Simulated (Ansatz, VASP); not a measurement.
# Two plane-wave programs on FePt3

File INCAR:

```
SYSTEM = FePt3
  PREC = Accurate
  ENCUT = 520
  EDIFF = 1E-7
  ISMEAR = 0
  SIGMA = 0.1
  LREAL = .False.
  LASPH = .True.
  NELM = 150
  ALGO = Fast
  ISIF = 2
  LWAVE = .False.
  LCHARG = .True.
  ISPIN = 2
  MAGMOM = 3.31 0 0.32 0.32
  LORBIT = 11
  LMAXMIX = 4
  GGA = PE
  LELF = .True.
  LVHAR = .True.
  NBANDS = 31
```

Contents of KPOINTS:

```
Automatic mesh
0
Gamma
  6 6 2
  0 0 0
```

The input POSCAR:

```
FePt3
1.0
    2.7491680000      0.0000000000      0.0000000000
   -1.3745840000      2.3808494000      0.0000000000
    0.0000000000      0.0000000000      9.1406176000
Fe Pt
1 3
Direct
    0.6666667000      0.3333333000      0.5000000000
    0.6666667000      0.3333333000      0.0000000000
    0.3333333000      0.6666667000      0.7310830000
    0.3333333000      0.6666667000      0.2689170000
```

Input for Ansatz:

```yaml
crystal:
  lattice:
    - [2.749168, 0.0, 0.0]
    - [-1.374584, 2.3808494, 0.0]
    - [0.0, 0.0, 9.1406176]
  atoms:
    - { symbol: Fe, position: [0.6666667, 0.3333333, 0.5], spin: 3.31 }
    - { symbol: Pt, position: [0.6666667, 0.3333333, 0.0] }
    - { symbol: Pt, position: [0.3333333, 0.6666667, 0.731083], spin: 0.32 }
    - { symbol: Pt, position: [0.3333333, 0.6666667, 0.268917], spin: 0.32 }
basis:
  ecutwfc: 420
kpoints:
  mp_grid: { grid: [6, 6, 2] }
hamiltonian:
  xc: pbe
scf:
  occupations: { method: gaussian, width: 0.1 }
  lower_state_search: "off"
output:
  forces: true
  stress: true
  eigenvalues: true
  populations: true
magnetization:
  spin_polarized: true
```

Alike in both runs: task single point; functional PBE; k mesh 6 × 6 × 2; occupations gaussian, width 0.1 eV; collinear spin.

```csv
,VASP,Ansatz
version,VASP 6.6.1,Ansatz 0.2.0
potentials or method,"VASP PAW PBE potentials, release 64 (Fe, Pt), cutoff 520 eV","scalar-relativistic, plane waves, PAW"
valence electrons in the cell,38,70
```

|  | VASP | Ansatz | Ansatz less VASP |
| --- | --- | --- | --- |
| gap on the k mesh at the Fermi level (eV) | none | none | - |
| pressure (GPa) | -1.1 | -0.7 | +0.42 |
| traceless stress, the component that is largest in VASP (GPa) | -0.60 | -0.64 | -0.045 |
| rms of the force components (eV/Å) | 0.024 | 0.022 | -0.0017 |
| net moment per atom (μB) | 0.82 | 0.82 | -0.002 |
| size of the moment on the site where the two differ most (μB) | 2.96 | 2.99 | +0.031 |

Site moments also hang on the region over which each program counts them. Atom by atom the forces differ by 0.002 eV/Å (rms over components). A gap of «none» marks a metal or a gap that the smearing closes. With one functional, cell and mesh, what is left measures potentials, basis and numerics. VASP's potentials hold 38 valence electrons a cell and Ansatz's 70, so a difference there can come from the potentials and not from the codes.

The k mesh is coarse, so the values compare programs but aren't converged. Neither program's run includes spin-orbit coupling.
